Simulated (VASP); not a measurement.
# Sn (Fd-3m) in VASP: single point with r2SCAN

Aim: the single point of Sn with r2SCAN.

All numbers are computed with VASP 6.6.1; they aren't measurements. Logs are shortened: lines on timing, memory, paths and dates and some standing lists are left out, and cuts for length are marked.

### 1 The cell of the first run

The structure is cubic, space group Fd-3m (No. 227). Conventional cell: a = 6.467 Å, b = 6.467 Å, c = 6.467 Å, α = 90.00°, β = 90.00°, γ = 90.00°. Within 3.7 Å of Sn (site symmetry -43m) lie 4 Sn at 2.80 Å.

### 2 Single point, r2SCAN

Contents of POSCAR:

```
Sn
1.0
    0.0000000000      3.2333428000      3.2333428000
    3.2333428000      0.0000000000      3.2333428000
    3.2333428000      3.2333428000      0.0000000000
Sn
2
Direct
    0.0000000000      0.0000000000      0.0000000000
    0.2500000000      0.2500000000      0.2500000000
```

Contents of INCAR.step1:

```
SYSTEM = Sn
ALGO = Normal ; EDIFF = 1E-4
ENCUT = 520 ; GGA = PE
ISMEAR = 0 ; LASPH = .True.
LCHARG = .False. ; LREAL = .False.
LWAVE = .True. ; NBANDS = 21
NELM = 80 ; PREC = Accurate
SIGMA = 0.1
```

Contents of INCAR.step2:

```
SYSTEM = Sn
ALGO = Normal ; EDIFF = 1E-6
ENCUT = 520 ; ISIF = 2
ISMEAR = 0 ; ISTART = 1
LASPH = .True. ; LCHARG = .True.
LELF = .True. ; LMIXTAU = .True.
LREAL = .False. ; LVHAR = .True.
LWAVE = .False. ; METAGGA = R2SCAN
NBANDS = 21 ; NELM = 80
PREC = Accurate ; SIGMA = 0.1
```

Contents of KPOINTS:

```
k-points
0
Gamma
  6 6 6
  0 0 0
```

Potentials or basis: VASP PAW PBE potentials, release 64 (Sn_d).

Command:

```bash
$ cat potpaw_PBE.64/Sn_d/POTCAR > POTCAR
$ cp INCAR.step1 INCAR
$ mpirun -np 1 vasp_std > vasp.out
$ cp INCAR.step2 INCAR
$ mpirun -np 1 vasp_std > vasp.out
```

OUTCAR:

```text
SYSTEM = Sn
   EDIFF = 1E-6
   ENCUT = 520
   ISIF = 2
   ISMEAR = 0
   ISTART = 1
   LASPH = .True.
   LREAL = .False.
   METAGGA = R2SCAN
   NELM = 80
   PREC = Accurate

 ion  position               nearest neighbor table
   1  0.000  0.000  0.000-   2 2.80   2 2.80   2 2.80   2 2.80
   2  0.250  0.250  0.250-   1 2.80   1 2.80   1 2.80   1 2.80

  LATTYP: Found a face centered cubic cell.
 ALAT       =     6.4666856000

  Lattice vectors:

 A1 = (   0.0000000000,   3.2333428000,   3.2333428000)
 A2 = (   3.2333428000,   0.0000000000,   3.2333428000)
 A3 = (   3.2333428000,   3.2333428000,   0.0000000000)

Analysis of symmetry for initial positions (statically):
=====================================================================
 Subroutine PRICEL returns:
 Original cell was already a primitive cell.

 Routine SETGRP: Setting up the symmetry group for a
 face centered cubic supercell.

 Subroutine GETGRP returns: Found 48 space group operations
 (whereof 24 operations were pure point group operations)
 out of a pool of 48 trial point group operations.

The static configuration has the point symmetry T_d .
 The point group associated with its full space group is O_h .

Analysis of symmetry for dynamics (positions and initial velocities):
=====================================================================
 Subroutine PRICEL returns:
 Original cell was already a primitive cell.

 Routine SETGRP: Setting up the symmetry group for a
 face centered cubic supercell.

 Subroutine GETGRP returns: Found 48 space group operations
 (whereof 24 operations were pure point group operations)
 out of a pool of 48 trial point group operations.

The dynamic configuration has the point symmetry T_d .
 The point group associated with its full space group is O_h .

 Subroutine INISYM returns: Found 48 space group operations
 (whereof 24 operations are pure point group operations),
 and found     1 'primitive' translations

----------------------------------------------------------------------------------------

                                     Primitive cell

  volume of cell :      67.6060

  direct lattice vectors                    reciprocal lattice vectors
     0.000000000  3.233342800  3.233342800    -0.154638723  0.154638723  0.154638723
     3.233342800  0.000000000  3.233342800     0.154638723 -0.154638723  0.154638723
     3.233342800  3.233342800  0.000000000     0.154638723  0.154638723 -0.154638723

  length of vectors
     4.572637240  4.572637240  4.572637240     0.267842124  0.267842124  0.267842124

  position of ions in fractional coordinates (direct lattice)
     0.000000000  0.000000000  0.000000000
     0.250000000  0.250000000  0.250000000

  ion indices of the primitive-cell ions
   primitive index   ion index
                 1           1
                 2           2

----------------------------------------------------------------------------------------

 KPOINTS: k-points

Automatic generation of k-mesh.
 Grid dimensions read from file:
 generate k-points for:    6    6    6

 Generating k-lattice:

  Cartesian coordinates                     Fractional coordinates (reciprocal lattice)
    -0.025773120  0.025773120  0.025773120     0.166666667  0.000000000  0.000000000
     0.025773120 -0.025773120  0.025773120     0.000000000  0.166666667  0.000000000
     0.025773120  0.025773120 -0.025773120     0.000000000  0.000000000  0.166666667

  Length of vectors
     0.044640354  0.044640354  0.044640354

  Shift w.r.t. Gamma in fractional coordinates (k-lattice)
     0.000000000  0.000000000  0.000000000

 Subroutine IBZKPT returns following result:
 ===========================================

 Found     16 irreducible k-points:

 Following reciprocal coordinates:
            Coordinates               Weight
  0.000000  0.000000  0.000000      1.000000
  0.166667  0.000000  0.000000      8.000000
  0.333333  0.000000  0.000000      8.000000
  0.500000  0.000000  0.000000      4.000000
  0.166667  0.166667  0.000000      6.000000
  0.333333  0.166667  0.000000     24.000000
[... 8 lines left out ...]
 -0.333333  0.333333  0.166667     24.000000
 -0.333333  0.500000  0.166667     12.000000
   k-points           NKPTS =     16   k-points in BZ     NKDIM =     16   number of bands    NBANDS=     21
   number of dos      NEDOS =    301   number of ions     NIONS =      2
   total plane-waves  NPLWV =  46656
   dimension x,y,z NGX =    36 NGY =   36 NGZ =   36
   dimension x,y,z NGXF=    72 NGYF=   72 NGZF=   72
   ions per type =               2
   NGX,Y,Z   is equivalent  to a cutoff of  13.09, 13.09, 13.09 a.u.
   NGXF,Y,Z  is equivalent  to a cutoff of  26.18, 26.18, 26.18 a.u.
 SYSTEM =  Sn
   PREC   = accura    normal or accurate (medium, high low for compatibility)
   ISTART =      1    job   : 0-new  1-cont  2-samecut
   ICHARG =      0    charge: 1-file 2-atom 10-const
   ISPIN  =      1    spin polarized calculation?
   LNONCOLLINEAR =      F non collinear calculations
   LSORBIT =      F    spin-orbit coupling
   LASPH  =      T    aspherical Exc in radial PAW
   ENCUT  =  520.0 eV  38.22 Ry    6.18 a.u.   8.50  8.50  8.50*2*pi/ulx,y,z
   NELM   =     80;   NELMIN=  2; NELMDL=  0     # of ELM steps
   EDIFF  = 0.1E-05   stopping-criterion for ELM
   LREAL  =      F    real-space projection
   EDIFFG = 0.1E-04   stopping-criterion for IOM
   NSW    =      0    number of steps for IOM
   IBRION =     -1    ionic relax: 0-MD 1-quasi-New 2-CG
   NFREE  =      0    steps in history (QN), initial steepest desc. (CG)
   ISIF   =      2    stress and relaxation
   ISYM   =      2    0-nonsym 1-usesym 2-fastsym
   POTIM  = 0.5000    time-step for ionic-motion
   TEBEG  =    0.0;   TEEND  =   0.0 temperature during run
   PSTRESS=    0.0 pullay stress
   NELECT =      28.0000    total number of electrons
   NUPDOWN=      -1.0000    fix difference up-down
   EMIN   =  10.00;   EMAX   =-10.00  energy-range for DOS
   EFERMI =   0.00;   METHOD = LEGACY
   ISMEAR =     0;   SIGMA  =   0.10  broadening in eV -4-tet -1-fermi 0-gaus
   EFERMI_NEDOS =   21; number of points for ismear=-14 and -15
   IALGO  =     38    algorithm
   IMIX   =      4    mixing-type and parameters
     AMIX     =   0.40;   BMIX     =  1.00
     AMIX_MAG =   1.60;   BMIX_MAG =  1.00
  volume/ion in A,a.u.               =      33.80       228.11
  Fermi-wavevector in a.u.,A,eV,Ry     =   1.220298  2.306028 20.260793  1.489126
  Thomas-Fermi vector in A             =   2.355520
   LORBIT       =      0    0 simple, 1 ext, 2 COOP (PROOUT), +10 PAW based schemes
   METAGGA = R2SCAN    functional components
   LHFCALC =     F    Hartree Fock is set to
   AEXX    =    0.0000 exact exchange contribution
   IVDW    =     0    specifies the selected vdW correction
   LEPSILON=     F    determine dielectric tensor
   LRPA    =     F    only Hartree local field effects (RPA)
 non-spin polarized calculation
 Gauss-broadening in eV      SIGMA  =   0.10
  energy-cutoff  :      520.00
  volume of cell :       67.61
 maximum number of plane-waves:      1853
 NGX is ok and might be reduce to    36
   NGX = 17   NGY = 17   NGZ = 17

 number of electron      28.0000008 magnetization

 Free energy of the ion-electron system (eV)
  ---------------------------------------------------
  ext. energy  EPLUGINS =         0.00000000
  ---------------------------------------------------
  free energy    TOTEN  =       -49.44091813 eV

  energy without entropy =      -49.44001039  energy(sigma->0) =      -49.44046426

 E-fermi :   5.7296     XC(G=0):  -9.6384

 val. band max:        5.7061906082   @ k =   0.0000   0.0000   0.0000
 cond. band min:       5.8652955874   @ k =   0.5000   0.0000   0.0000
 fundamental gap:      0.1591049792
 Fermi energy:         5.7296452918

 k-point     1 :       0.0000    0.0000    0.0000
  band No.  band energies     occupation
      1     -16.7219      2.00000
      2     -16.7219      2.00000
      3     -16.7219      2.00000
      4     -16.6538      2.00000
      5     -16.6538      2.00000
      6     -16.3205      2.00000
[... 13 lines left out ...]
     20      13.9820      0.00000
     21      13.9820      0.00000

 k-point     2 :       0.1667    0.0000    0.0000
  band No.  band energies     occupation
      1     -16.7396      2.00000
      2     -16.7396      2.00000
      3     -16.7151      2.00000
      4     -16.6278      2.00000
      5     -16.6278      2.00000
      6     -16.3476      2.00000
[... 13 lines left out ...]
     20      12.9247      0.00000
     21      12.9247      0.00000

 k-point     3 :       0.3333    0.0000    0.0000
  band No.  band energies     occupation
      1     -16.7567      2.00000
      2     -16.7567      2.00000
      3     -16.7011      2.00000
      4     -16.5968      2.00000
      5     -16.5968      2.00000
      6     -16.3707      2.00000
[... 13 lines left out ...]
     20      13.3853      0.00000
     21      13.3853      0.00000

 k-point     4 :       0.5000    0.0000    0.0000
  band No.  band energies     occupation
      1     -16.7614      2.00000
      2     -16.7614      2.00000
      3     -16.6937      2.00000
      4     -16.5872      2.00000
      5     -16.5872      2.00000
      6     -16.3762      2.00000
[... 13 lines left out ...]
     20      14.9793      0.00000
     21      14.9794      0.00000

 k-point     5 :       0.1667    0.1667    0.0000
  band No.  band energies     occupation
      1     -16.7376      2.00000
      2     -16.7376      2.00000
      3     -16.7317      2.00000
      4     -16.6295      2.00000
      5     -16.5981      2.00000
      6     -16.4016      2.00000
[... 13 lines left out ...]
     20      12.7240      0.00000
     21      14.3102      0.00000

 k-point     6 :       0.3333    0.1667    0.0000
  band No.  band energies     occupation
      1     -16.7681      2.00000
      2     -16.7546      2.00000
      3     -16.7023      2.00000
      4     -16.5972      2.00000
      5     -16.5577      2.00000
      6     -16.4423      2.00000
[... 13 lines left out ...]
     20      13.8224      0.00000
     21      14.4310      0.00000

 k-point     7 :       0.5000    0.1667    0.0000
  band No.  band energies     occupation
      1     -16.7866      2.00000
      2     -16.7671      2.00000
      3     -16.6654      2.00000
      4     -16.5669      2.00000
      5     -16.5549      2.00000
      6     -16.4357      2.00000
[... 13 lines left out ...]
     20      14.9296      0.00000
     21      15.0857      0.00000

 k-point     8 :      -0.3333    0.1667    0.0000
  band No.  band energies     occupation
      1     -16.7818      2.00000
      2     -16.7708      2.00000
      3     -16.6611      2.00000
      4     -16.5850      2.00000
      5     -16.5557      2.00000
      6     -16.4130      2.00000
[... 13 lines left out ...]
     20      13.4110      0.00000
     21      14.8951      0.00000

 k-point     9 :      -0.1667    0.1667    0.0000
  band No.  band energies     occupation
      1     -16.7606      2.00000
      2     -16.7560      2.00000
      3     -16.6955      2.00000
      4     -16.6126      2.00000
      5     -16.5860      2.00000
      6     -16.3918      2.00000
[... 13 lines left out ...]
     20      13.5216      0.00000
     21      13.6722      0.00000

 k-point    10 :       0.3333    0.3333    0.0000
  band No.  band energies     occupation
      1     -16.7654      2.00000
      2     -16.7654      2.00000
      3     -16.7070      2.00000
      4     -16.5634      2.00000
      5     -16.5197      2.00000
      6     -16.4939      2.00000
[... 13 lines left out ...]
     20      15.3026      0.00000
     21      15.6227      0.00000

 k-point    11 :       0.5000    0.3333    0.0000
  band No.  band energies     occupation
      1     -16.7911      2.00000
      2     -16.7750      2.00000
      3     -16.6542      2.00000
      4     -16.5508      2.00000
      5     -16.5221      2.00000
      6     -16.4618      2.00000
[... 13 lines left out ...]
     20      15.5343      0.00000
     21      15.9983      0.00000

 k-point    12 :      -0.3333    0.3333    0.0000
  band No.  band energies     occupation
      1     -16.8037      2.00000
      2     -16.7781      2.00000
      3     -16.6307      2.00000
      4     -16.5176      2.00000
      5     -16.5065      2.00000
      6     -16.4882      2.00000
[... 13 lines left out ...]
     20      13.4141      0.00000
     21      16.9649      0.00000

 k-point    13 :       0.5000    0.5000    0.0000
  band No.  band energies     occupation
      1     -16.7778      2.00000
      2     -16.7778      2.00000
      3     -16.6314      2.00000
      4     -16.6314      2.00000
      5     -16.4741      2.00000
      6     -16.4741      2.00000
[... 13 lines left out ...]
     20      15.6357      0.00000
     21      16.6422      0.00000

 k-point    14 :       0.5000    0.3333    0.1667
  band No.  band energies     occupation
      1     -16.7848      2.00000
      2     -16.7787      2.00000
      3     -16.6572      2.00000
      4     -16.5646      2.00000
      5     -16.5131      2.00000
      6     -16.4863      2.00000
[... 13 lines left out ...]
     20      14.2029      0.00000
     21      16.0500      0.00000

 k-point    15 :      -0.3333    0.3333    0.1667
  band No.  band energies     occupation
      1     -16.8000      2.00000
      2     -16.7839      2.00000
      3     -16.6216      2.00000
      4     -16.5360      2.00000
      5     -16.5027      2.00000
      6     -16.4913      2.00000
[... 13 lines left out ...]
     20      15.5727      0.00000
     21      15.9016      0.00000

 k-point    16 :      -0.3333    0.5000    0.1667
  band No.  band energies     occupation
      1     -16.7932      2.00000
      2     -16.7932      2.00000
      3     -16.5869      2.00000
      4     -16.5869      2.00000
      5     -16.4796      2.00000
      6     -16.4796      2.00000
[... 13 lines left out ...]
     20      15.2927      0.00000
     21      16.5183      0.00000

------------------------ aborting loop because EDIFF is reached ----------------------------------------

  FORCE on cell =-STRESS in cart. coord.  units (eV):
  Direction    XX          YY          ZZ          XY          YZ          ZX
  --------------------------------------------------------------------------------------
  -------------------------------------------------------------------------------------
  Total        0.9383380      0.9383380      0.9383380      0.0000000      0.0000000      0.0000000
  in kB       22.2374318     22.2374318     22.2374318      0.0000000      0.0000000      0.0000000
  external PRESSURE =      22.2374318 kB  Pullay stress =       0.0000000 kB

 VOLUME and BASIS-vectors are now :
 -----------------------------------------------------------------------------
  energy-cutoff  :      520.00
  volume of cell :       67.61
      direct lattice vectors                 reciprocal lattice vectors
     0.000000000  3.233342800  3.233342800    -0.154638723  0.154638723  0.154638723
     3.233342800  0.000000000  3.233342800     0.154638723 -0.154638723  0.154638723
     3.233342800  3.233342800  0.000000000     0.154638723  0.154638723 -0.154638723

 POSITION                                       TOTAL-FORCE (eV/Angst)
 -----------------------------------------------------------------------------------
      0.00000      0.00000      0.00000        -0.000000      0.000000      0.000000
      1.61667      1.61667      1.61667         0.000000     -0.000000     -0.000000
 -----------------------------------------------------------------------------------
    total drift:                                0.000000      0.000000      0.000000

  FREE ENERGIE OF THE ION-ELECTRON SYSTEM (eV)
  ---------------------------------------------------
  free  energy   TOTEN  =       -49.4409181295 eV

  energy  without entropy=      -49.4400103891  energy(sigma->0) =      -49.44046426
```

Run time: 33 s. Hardware: 1 thread of Intel Xeon 6975P-C (Granite Rapids), shared host; peak memory 0.2 GiB.

What came out:

```
Free energy            : -49.4409 eV
Pressure               : 2.2 GPa
Band gap on the k mesh : zero (filled and empty bands touch)
```

Caveat: the PAW data sets were made with another functional, which shifts forces and pressure a little; spin-orbit coupling is left out, which moves the levels of the heavy elements.
